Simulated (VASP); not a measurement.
Here is a VASP 6.6.1 calculation.

File INCAR:

```
ALGO = Normal
DIPOL = 0.5 0.5 0.324
EDIFF = 1E-7
ENCUT = 520
GGA = PE
IDIPOL = 3
ISIF = 2
ISMEAR = 0
ISPIN = 2
LASPH = T
LCHARG = T
LDIPOL = T
LELF = T
LMAXMIX = 4
LORBIT = 11
LREAL = F
LVACPOTAV = T
LVHAR = T
LWAVE = F
MAGMOM = 0 0 0 0 2
NBANDS = 42
NELM = 150
PREC = Accurate
SIGMA = 0.1
```

Contents of KPOINTS:

```
k-points
0
Gamma
  9 7 1
```

File POSCAR:

```
W4C
1.0
    2.8547213223      0.0000000000      0.0000000000
    0.0000000000      4.0371856108      0.0000000000
    0.0000000000      0.0000000000     20.9570327682
W C
4 1
Direct
    0.5000000000      0.5000000000      0.1908667150
    0.0000000000      0.0000000000      0.2589756250
    0.5000000000      0.5000000000      0.3262417340
    0.0000000000      0.0000000000      0.3796831763
    0.0000000000      0.0000000000      0.4665275317
```

Potentials or basis: VASP PAW PBE potentials, release 64 (W_sv, C).

Command:

```bash
$ cat potpaw_PBE.64/W_sv/POTCAR potpaw_PBE.64/C/POTCAR > POTCAR
$ mpirun -np 1 vasp_std > vasp.out
```

Q: What does it give for the largest force?

A: 3.002 eV/Å.

Q: Estimate the net moment.

A: 0.00 μB per cell.

Q: Estimate the band gap on the k mesh.

A: Zero (filled and empty bands overlap).

Forces in eV/Å, atoms in the order of the input:
```
W    0.000  0.000  2.107
W    0.000  0.000 -3.002
W    0.000  0.000 -0.937
W    0.000  0.000 -0.015
C    0.000  0.000  1.846
```

Caveat: spin-orbit coupling is left out, which moves the levels of the heavy elements.
